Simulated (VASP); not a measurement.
# In (Fd-3m) in VASP: a series of runs, part 2 of 2

VASP 6.6.1. The steps go on from the part before.

## 4. Single point, PBEsol (35.39 Å³/atom)

This run uses another cell than the first one, of 35.39 Å³/atom.

INCAR reads:

```
SYSTEM = In
PREC = Accurate ; ENCUT = 520
EDIFF = 1E-6 ; ISMEAR = -1
SIGMA = 0.08 ; LREAL = .FALSE.
LASPH = .TRUE. ; NELM = 100
ALGO = Normal ; ISIF = 2
LWAVE = .FALSE. ; LCHARG = .FALSE.
GGA = PS ; NBANDS = 20
```

KPOINTS reads:

```
regular mesh
0
G
  10 10 10
  0 0 0
```

POSCAR reads:

```
In
1.0
    0.0000000000      3.2830343506      3.2830343506
    3.2830343506      0.0000000000      3.2830343506
    3.2830343506      3.2830343506      0.0000000000
In
2
Direct
   -0.1250000000     -0.1250000000     -0.1250000000
    0.1250000000      0.1250000000      0.1250000000
```

Potentials or basis: VASP PAW PBE potentials, release 64 (In_d).

The run is started by

```bash
$ cat potpaw_PBE.64/In_d/POTCAR > POTCAR
$ mpirun -np 1 vasp_std > vasp.out
```

OUTCAR:

```text
SYSTEM = In
   PREC = Accurate
   ENCUT = 520
   EDIFF = 1E-6
   ISMEAR = -1
   LREAL = .FALSE.
   LASPH = .TRUE.
   NELM = 100
   ISIF = 2
   GGA = PS

 ion  position               nearest neighbor table
   1  0.875  0.875  0.875-   2 2.84   2 2.84   2 2.84   2 2.84
   2  0.125  0.125  0.125-   1 2.84   1 2.84   1 2.84   1 2.84

  LATTYP: Found a face centered cubic cell.
 ALAT       =     6.5660687012

  Lattice vectors:

 A1 = (   0.0000000000,   3.2830343506,   3.2830343506)
 A2 = (   3.2830343506,   0.0000000000,   3.2830343506)
 A3 = (   3.2830343506,   3.2830343506,   0.0000000000)

Analysis of symmetry for initial positions (statically):
=====================================================================
 Subroutine PRICEL returns:
 Original cell was already a primitive cell.

 Routine SETGRP: Setting up the symmetry group for a
 face centered cubic supercell.

 Subroutine GETGRP returns: Found 48 space group operations
 (whereof 12 operations were pure point group operations)
 out of a pool of 48 trial point group operations.

The static configuration has the point symmetry D_3d.
 The point group associated with its full space group is O_h .

Analysis of symmetry for dynamics (positions and initial velocities):
=====================================================================
 Subroutine PRICEL returns:
 Original cell was already a primitive cell.

 Routine SETGRP: Setting up the symmetry group for a
 face centered cubic supercell.

 Subroutine GETGRP returns: Found 48 space group operations
 (whereof 12 operations were pure point group operations)
 out of a pool of 48 trial point group operations.

The dynamic configuration has the point symmetry D_3d.
 The point group associated with its full space group is O_h .

[... 109 lines left out ...]
   NELECT =      26.0000    total number of electrons
   NUPDOWN=      -1.0000    fix difference up-down
   EMIN   =  10.00;   EMAX   =-10.00  energy-range for DOS
   EFERMI =   0.00;   METHOD = LEGACY
   ISMEAR =    -1;   SIGMA  =   0.08  broadening in eV -4-tet -1-fermi 0-gaus
   EFERMI_NEDOS =   21; number of points for ismear=-14 and -15
   IALGO  =     38    algorithm
   IMIX   =      4    mixing-type and parameters
     AMIX     =   0.40;   BMIX     =  1.00
     AMIX_MAG =   1.60;   BMIX_MAG =  1.00
  volume/ion in A,a.u.               =      35.39       238.79
  Fermi-wavevector in a.u.,A,eV,Ry     =   1.172503  2.215709 18.704781  1.374763
  Thomas-Fermi vector in A             =   2.308930
   LORBIT       =      0    0 simple, 1 ext, 2 COOP (PROOUT), +10 PAW based schemes
   GGA     = PS    functional components
   LHFCALC =     F    Hartree Fock is set to
   AEXX    =    0.0000 exact exchange contribution
   IVDW    =     0    specifies the selected vdW correction
   LEPSILON=     F    determine dielectric tensor
   LRPA    =     F    only Hartree local field effects (RPA)
 non-spin polarized calculation
  energy-cutoff  :      520.00
  volume of cell :       70.77
 maximum number of plane-waves:      1924
   NGX = 17   NGY = 17   NGZ = 17

 number of electron      26.0000002 magnetization

 Free energy of the ion-electron system (eV)
  ---------------------------------------------------
  ext. energy  EPLUGINS =         0.00000000
  ---------------------------------------------------
  free energy    TOTEN  =        -5.18802885 eV

  energy without entropy =       -5.15764480  energy(sigma->0) =       -5.17283683

 E-fermi :   3.9945     XC(G=0):  -8.7725

 val. band max:        3.9518537188   @ k =  -0.4000   0.3000   0.1000
 cond. band min:       4.0031078233   @ k =   0.5000   0.3000   0.1000
 fundamental gap:      0.0512541045
 Fermi energy:         3.9945007078

 k-point     1 :       0.0000    0.0000    0.0000
  band No.  band energies     occupation
      1     -10.5965      2.00000
      2     -10.5965      2.00000
      3     -10.5965      2.00000
      4     -10.5248      2.00000
      5     -10.5248      2.00000
      6     -10.0623      2.00000
[... 541 lines left out ...]
     19      14.0428      0.00000
     20      14.7274      0.00000

 [... further k-points ...]

------------------------ aborting loop because EDIFF is reached ----------------------------------------

  FORCE on cell =-STRESS in cart. coord.  units (eV):
  Direction    XX          YY          ZZ          XY          YZ          ZX
  --------------------------------------------------------------------------------------
  -------------------------------------------------------------------------------------
  Total       -0.0122823     -0.0122823     -0.0122823     -0.0000000      0.0000000     -0.0000000
  in kB       -0.2780578     -0.2780578     -0.2780578     -0.0000000      0.0000000     -0.0000000
  external PRESSURE =      -0.2780578 kB  Pullay stress =       0.0000000 kB

 VOLUME and BASIS-vectors are now :
 -----------------------------------------------------------------------------
  energy-cutoff  :      520.00
  volume of cell :       70.77
      direct lattice vectors                 reciprocal lattice vectors
     0.000000000  3.283034351  3.283034351    -0.152298132  0.152298132  0.152298132
     3.283034351  0.000000000  3.283034351     0.152298132 -0.152298132  0.152298132
     3.283034351  3.283034351  0.000000000     0.152298132  0.152298132 -0.152298132

 POSITION                                       TOTAL-FORCE (eV/Angst)
 -----------------------------------------------------------------------------------
      5.74531      5.74531      5.74531         0.000000     -0.000000     -0.000000
      0.82076      0.82076      0.82076        -0.000000      0.000000      0.000000
 -----------------------------------------------------------------------------------
    total drift:                                0.000000      0.000000      0.000000

  FREE ENERGIE OF THE ION-ELECTRON SYSTEM (eV)
  ---------------------------------------------------
  free  energy   TOTEN  =        -5.1880288515 eV

  energy  without entropy=       -5.1576448026  energy(sigma->0) =       -5.17283683
```

OSZICAR:

```text
N       E                     dE             d eps       ncg     rms          rms(c)
DAV:   1     0.212771726878E+03    0.21277E+03   -0.12806E+04  1884   0.161E+03
DAV:   2     0.119789496031E+02   -0.20079E+03   -0.19718E+03  1892   0.370E+02
DAV:   3    -0.467740663887E+01   -0.16656E+02   -0.16567E+02  2176   0.122E+02
DAV:   4    -0.522005793486E+01   -0.54265E+00   -0.54240E+00  2208   0.255E+01
DAV:   5    -0.525159661280E+01   -0.31539E-01   -0.31537E-01  2920   0.509E+00    0.365E+00
DAV:   6    -0.519760007205E+01    0.53997E-01   -0.11419E-01  2608   0.551E+00    0.161E+00
DAV:   7    -0.518864558431E+01    0.89545E-02   -0.28607E-02  2596   0.252E+00    0.417E-01
DAV:   8    -0.518800058287E+01    0.64500E-03   -0.24391E-03  2504   0.502E-01    0.274E-02
DAV:   9    -0.518802404050E+01   -0.23458E-04   -0.51271E-05  2572   0.673E-02    0.147E-02
DAV:  10    -0.518802885900E+01   -0.48185E-05   -0.80398E-06  1936   0.289E-02    0.459E-03
DAV:  11    -0.518802885150E+01    0.74997E-08   -0.78705E-07  1760   0.921E-03
   1 F= -.51880289E+01 E0= -.51728368E+01  d E =-.303840E-01
```

Wall time 71 s (1 thread of AMD EPYC 7R13, shared host); peak memory 0.19 GiB.

Results:

```
Free energy            : -5.1880 eV
Pressure               : 0.0 GPa
Band gap on the k mesh : zero (bands 13 and 14 overlap by 3.59 eV)
```

Caveat: the PAW data sets were made with another functional, which shifts forces and pressure a little; spin-orbit coupling is left out, which moves the levels of the heavy elements.

## 5. Single point, PBEsol, collinear spin, zero start

This run uses another cell than the first one, of 26.89 Å³/atom.

INCAR reads:

```
SYSTEM = In
PREC = Accurate ; ENCUT = 520
EDIFF = 1E-6 ; ISMEAR = -1
SIGMA = 0.08 ; LREAL = .FALSE.
LASPH = .TRUE. ; NELM = 150
ALGO = Normal ; ISIF = 2
LWAVE = .FALSE. ; LCHARG = .FALSE.
ISPIN = 2 ; MAGMOM = 0 0
LORBIT = 11 ; GGA = PS
NBANDS = 24
```

KPOINTS reads:

```
Automatic mesh
0
G
  10 10 10
  0 0 0
```

POSCAR reads:

```
In
1.0
    0.0000000000      2.9960332181      2.9960332181
    2.9960332181      0.0000000000      2.9960332181
    2.9960332181      2.9960332181      0.0000000000
In
2
Direct
   -0.1250000000     -0.1250000000     -0.1250000000
    0.1250000000      0.1250000000      0.1250000000
```

Potentials or basis: VASP PAW PBE potentials, release 64 (In_d).

The run is started by

```bash
$ cat potpaw_PBE.64/In_d/POTCAR > POTCAR
$ mpirun -np 1 vasp_std > vasp.out
```

OUTCAR:

```text
SYSTEM = In
   PREC = Accurate
   ENCUT = 520
   EDIFF = 1E-6
   ISMEAR = -1
   LREAL = .FALSE.
   LASPH = .TRUE.
   NELM = 150
   ISIF = 2
   ISPIN = 2
   LORBIT = 11
   GGA = PS

 ion  position               nearest neighbor table
   1  0.875  0.875  0.875-   2 2.59   2 2.59   2 2.59   2 2.59
   2  0.125  0.125  0.125-   1 2.59   1 2.59   1 2.59   1 2.59

  LATTYP: Found a face centered cubic cell.
 ALAT       =     5.9920664362

  Lattice vectors:

 A1 = (   0.0000000000,   2.9960332181,   2.9960332181)
 A2 = (   2.9960332181,   0.0000000000,   2.9960332181)
 A3 = (   2.9960332181,   2.9960332181,   0.0000000000)

Analysis of symmetry for initial positions (statically):
=====================================================================
 Subroutine PRICEL returns:
 Original cell was already a primitive cell.

 Routine SETGRP: Setting up the symmetry group for a
 face centered cubic supercell.

 Subroutine GETGRP returns: Found 48 space group operations
 (whereof 12 operations were pure point group operations)
 out of a pool of 48 trial point group operations.

The static configuration has the point symmetry D_3d.
 The point group associated with its full space group is O_h .

Analysis of symmetry for dynamics (positions and initial velocities):
=====================================================================
 Subroutine PRICEL returns:
 Original cell was already a primitive cell.

 Routine SETGRP: Setting up the symmetry group for a
 face centered cubic supercell.

 Subroutine GETGRP returns: Found 48 space group operations
 (whereof 12 operations were pure point group operations)
 out of a pool of 48 trial point group operations.

The dynamic configuration has the point symmetry D_3d.
 The point group associated with its full space group is O_h .

Analysis of structural, dynamic, and magnetic symmetry:
=====================================================================
 Subroutine PRICEL returns:
 Original cell was already a primitive cell.

 Routine SETGRP: Setting up the symmetry group for a
 face centered cubic supercell.

 Subroutine GETGRP returns: Found 48 space group operations
 (whereof 12 operations were pure point group operations)
 out of a pool of 48 trial point group operations.

The overall configuration has the point symmetry D_3d.
 The point group associated with its full space group is O_h .

 Subroutine INISYM returns: Found 48 space group operations
 (whereof 12 operations are pure point group operations),
 and found     1 'primitive' translations

----------------------------------------------------------------------------------------

                                     Primitive cell

  volume of cell :      53.7861

  direct lattice vectors                    reciprocal lattice vectors
     0.000000000  2.996033218  2.996033218    -0.166887335  0.166887335  0.166887335
     2.996033218  0.000000000  2.996033218     0.166887335 -0.166887335  0.166887335
     2.996033218  2.996033218  0.000000000     0.166887335  0.166887335 -0.166887335

  length of vectors
     4.237030810  4.237030810  4.237030810     0.289057344  0.289057344  0.289057344

  position of ions in fractional coordinates (direct lattice)
     0.875000000  0.875000000  0.875000000
     0.125000000  0.125000000  0.125000000

  ion indices of the primitive-cell ions
   primitive index   ion index
                 1           1
                 2           2

----------------------------------------------------------------------------------------

 KPOINTS: Automatic mesh

[... 66 lines left out ...]
   NELM   =    150;   NELMIN=  2; NELMDL= -5     # of ELM steps
   EDIFF  = 0.1E-05   stopping-criterion for ELM
   LREAL  =      F    real-space projection
   EDIFFG = 0.1E-04   stopping-criterion for IOM
   NSW    =      0    number of steps for IOM
   IBRION =     -1    ionic relax: 0-MD 1-quasi-New 2-CG
   NFREE  =      0    steps in history (QN), initial steepest desc. (CG)
   ISIF   =      2    stress and relaxation
   ISYM   =      2    0-nonsym 1-usesym 2-fastsym
   POTIM  = 0.5000    time-step for ionic-motion
   TEBEG  =    0.0;   TEEND  =   0.0 temperature during run
   PSTRESS=    0.0 pullay stress
   NELECT =      26.0000    total number of electrons
   NUPDOWN=      -1.0000    fix difference up-down
   EMIN   =  10.00;   EMAX   =-10.00  energy-range for DOS
   EFERMI =   0.00;   METHOD = LEGACY
   ISMEAR =    -1;   SIGMA  =   0.08  broadening in eV -4-tet -1-fermi 0-gaus
   EFERMI_NEDOS =   21; number of points for ismear=-14 and -15
   IALGO  =     38    algorithm
   IMIX   =      4    mixing-type and parameters
     AMIX     =   0.40;   BMIX     =  1.00
     AMIX_MAG =   1.60;   BMIX_MAG =  1.00
  volume/ion in A,a.u.               =      26.89       181.48
  Fermi-wavevector in a.u.,A,eV,Ry     =   1.284821  2.427960 22.460025  1.650765
  Thomas-Fermi vector in A             =   2.416992
   LORBIT       =     11    0 simple, 1 ext, 2 COOP (PROOUT), +10 PAW based schemes
   GGA     = PS    functional components
   LHFCALC =     F    Hartree Fock is set to
   AEXX    =    0.0000 exact exchange contribution
   IVDW    =     0    specifies the selected vdW correction
   LEPSILON=     F    determine dielectric tensor
   LRPA    =     F    only Hartree local field effects (RPA)
 spin polarized calculation
  energy-cutoff  :      520.00
  volume of cell :       53.79
 maximum number of plane-waves:      1460
   NGX = 15   NGY = 15   NGZ = 15

 number of electron      25.9999997 magnetization       0.0000070

 number of electron      25.9999997 magnetization      -0.0000044

 Free energy of the ion-electron system (eV)
  ---------------------------------------------------
  ext. energy  EPLUGINS =         0.00000000
  ---------------------------------------------------
  free energy    TOTEN  =        -4.56803303 eV

  energy without entropy =       -4.54775683  energy(sigma->0) =       -4.55789493

 E-fermi :   6.5139     XC(G=0): -10.0061

 val. band max:        6.4321679589   @ k =   0.5000   0.3000   0.1000
 cond. band min:       6.6534889149   @ k =   0.3000   0.3000   0.0000
 fundamental gap:      0.2213209560
 Fermi energy:         6.5138786634

 spin component 1

 k-point     1 :       0.0000    0.0000    0.0000
  band No.  band energies     occupation
      1      -8.5845      1.00000
      2      -8.5845      1.00000
      3      -8.5845      1.00000
      4      -8.4770      1.00000
      5      -8.4770      1.00000
      6      -7.6260      1.00000
[... 637 lines left out ...]
     23      20.6110      0.00000
     24      21.7652      0.00000

 [... further k-points ...]

 spin component 2

 k-point     1 :       0.0000    0.0000    0.0000
  band No.  band energies     occupation
      1      -8.5845      1.00000
      2      -8.5845      1.00000
      3      -8.5845      1.00000
      4      -8.4770      1.00000
      5      -8.4770      1.00000
      6      -7.6260      1.00000
[... 637 lines left out ...]
     23      20.6110      0.00000
     24      21.7649      0.00000

 [... further k-points ...]

------------------------ aborting loop because EDIFF is reached ----------------------------------------

  FORCE on cell =-STRESS in cart. coord.  units (eV):
  Direction    XX          YY          ZZ          XY          YZ          ZX
  --------------------------------------------------------------------------------------
  -------------------------------------------------------------------------------------
  Total        5.1416328      5.1416328      5.1416328      0.0000000      0.0000000      0.0000000
  in kB      153.1587344    153.1587344    153.1587344      0.0000000      0.0000000      0.0000000
  external PRESSURE =     153.1587344 kB  Pullay stress =       0.0000000 kB

 VOLUME and BASIS-vectors are now :
 -----------------------------------------------------------------------------
  energy-cutoff  :      520.00
  volume of cell :       53.79
      direct lattice vectors                 reciprocal lattice vectors
     0.000000000  2.996033218  2.996033218    -0.166887335  0.166887335  0.166887335
     2.996033218  0.000000000  2.996033218     0.166887335 -0.166887335  0.166887335
     2.996033218  2.996033218  0.000000000     0.166887335  0.166887335 -0.166887335

 POSITION                                       TOTAL-FORCE (eV/Angst)
 -----------------------------------------------------------------------------------
      5.24306      5.24306      5.24306         0.000000     -0.000000     -0.000000
      0.74901      0.74901      0.74901        -0.000000      0.000000      0.000000
 -----------------------------------------------------------------------------------
    total drift:                                0.000000      0.000000     -0.000000

  FREE ENERGIE OF THE ION-ELECTRON SYSTEM (eV)
  ---------------------------------------------------
  free  energy   TOTEN  =        -4.5680330320 eV

  energy  without entropy=       -4.5477568345  energy(sigma->0) =       -4.55789493

 total charge

# of ion       s       p       d       tot
------------------------------------------
    1        0.980   0.835   9.854  11.669
    2        0.980   0.835   9.854  11.669
--------------------------------------------------
tot          1.960   1.669  19.709  23.338

 magnetization (x)

# of ion       s       p       d       tot
------------------------------------------
    1       -0.000   0.000  -0.000  -0.000
    2       -0.000   0.000  -0.000  -0.000
--------------------------------------------------
tot         -0.000   0.000  -0.000  -0.000
```

Wall time 2 min (1 thread of AMD EPYC 7R13, shared host); peak memory 0.22 GiB.

Results:

- Free energy: -4.5680 eV
- Pressure: 15.3 GPa
- Band gap on the k mesh: zero (filled and empty bands overlap)
- Net moment: 0.00 μB per cell
- Valence electrons inside the program's atomic spheres: In 11.67

Levels at points of the mesh, in eV from the Fermi level:
Spin up:
| k point | band 9 | band 10 | band 11 | band 12 | band 13 | band 14 | band 15 | band 16 | band 17 | band 18 |
| --- | --- | --- | --- | --- | --- | --- | --- | --- | --- | --- |
| (0.00, 0.00, 0.00) | -13.97 | -13.97 | -9.61 | 3.42 | 3.42 | 3.42 | 4.93 | 4.93 | 4.93 | 5.12 |
| (0.50, 0.00, 0.00) | -13.92 | -13.92 | -7.03 | -4.81 | 1.47 | 1.47 | 3.94 | 5.88 | 5.88 | 6.85 |
| (0.50, 0.50, 0.00) | -13.86 | -13.86 | -5.30 | -5.30 | -0.70 | -0.70 | 2.90 | 2.90 | 12.55 | 12.55 |
Spin down:
```tsv
k point	band 11	band 12	band 13	band 14	band 15	band 16
(0.00, 0.00, 0.00)	-9.61	3.42	3.42	3.42	4.93	4.93
(0.50, 0.00, 0.00)	-7.03	-4.81	1.47	1.47	3.94	5.88
(0.50, 0.50, 0.00)	-5.30	-5.30	-0.70	-0.70	2.90	2.90
```

Caveat: the cell stands under pressure; the PAW data sets were made with another functional, which shifts forces and pressure a little; spin-orbit coupling is left out, which moves the levels of the heavy elements.

## 6. Overview

| spin | cell | gap on the mesh (eV) | pressure (GPa) |
| --- | --- | --- | --- |
| off | a = 4.516 Å, angles 60.0°, 2 atoms | none | 2.8 |
| off | a = 4.643 Å, angles 60.0°, 2 atoms | none | 0.0 |
| collinear, zero start | a = 4.237 Å, angles 60.0°, 2 atoms | none | 15.3 |

Alike in all rows: task single point; level PBEsol; potentials or basis VASP PAW PBE potentials, release 64 (In_d); k mesh 10 × 10 × 10; cutoff (eV) 520; smearing fermi-dirac 0.08 eV.

Caveats: the PAW data sets were made with another functional, which shifts forces and pressure a little; spin-orbit coupling is left out, which moves the levels of the heavy elements; the cell stands under pressure (at least some runs).

Absolute energies hang on the potentials; compare differences alone.
